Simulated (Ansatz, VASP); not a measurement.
## One calculation of SnO2, two programs

```
Sn O
1.0
     1.61677    0.93344    4.91826
    -1.61677    0.93344    4.91826
     0.00000   -1.86688    4.91826
Sn O
1 2
Direct
  0.50000 0.50000 0.50000
  0.23488 0.23488 0.23488
  0.76512 0.76512 0.76512
```

Alike in both runs: task single point; functional PBE; k mesh 12 × 12 × 12; occupations gaussian, width 0.05 eV; no spin polarisation.

```csv
,VASP,Ansatz
version,VASP 6.6.1,Ansatz 0.2.0
potentials or method,"VASP PAW PBE potentials, release 64 (Sn_d, O), cutoff 520 eV","scalar-relativistic, plane waves, PAW"
valence electrons in the cell,26,26
```

|  | VASP | Ansatz | Ansatz less VASP |
| --- | --- | --- | --- |
| gap on the k mesh at the Fermi level (eV) | 2.00 | 2.02 | +0.022 |
| least direct gap on the mesh (eV) | 2.18 | 2.20 | +0.016 |
| pressure (GPa) | 0.6 | 0.0 | -0.59 |
| traceless stress, the component that is largest in VASP (GPa) | -0.37 | 0.00 | +0.367 |
| rms of the force components (eV/Å) | 0.026 | 0.000 | -0.0263 |

Atom by atom the forces differ by 0.026 eV/Å (rms over components).
